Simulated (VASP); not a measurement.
Input of a VASP 6.6.1 run:

File INCAR:

```
  ALGO = Normal
  EDIFF = 1E-7
  ENCUT = 520
  GGA = RE
  ISIF = 2
  ISMEAR = -1
  LASPH = T
  LCHARG = F
  LREAL = F
  LWAVE = F
  NBANDS = 12
  NELM = 100
  PREC = Accurate
  SIGMA = 0.1
```

The input KPOINTS:

```
k-points
0
Gamma
  13 13 13
```

The input POSCAR:

```
Cd
1.0
    0.0000000000      2.1931032460      2.1931032460
    2.1931032460      0.0000000000      2.1931032460
    2.1931032460      2.1931032460      0.0000000000
Cd
1
Direct
    0.0000000000      0.0000000000      0.0000000000
```

Potentials or basis: VASP PAW PBE potentials, release 64 (Cd).

The run is started by

```console
$ cat potpaw_PBE.64/Cd/POTCAR > POTCAR
$ mpirun -np 1 vasp_std > vasp.out
```

(1) Estimate the band gap on the k mesh.

(2) Estimate the pressure.

Results:

(1) zero (band 6 reaches 4.27 eV, above the bottom of band 7 at 2.14 eV).

(2) 6.5 GPa.

Caveat: the PAW data sets were made with another functional, which shifts forces and pressure a little.
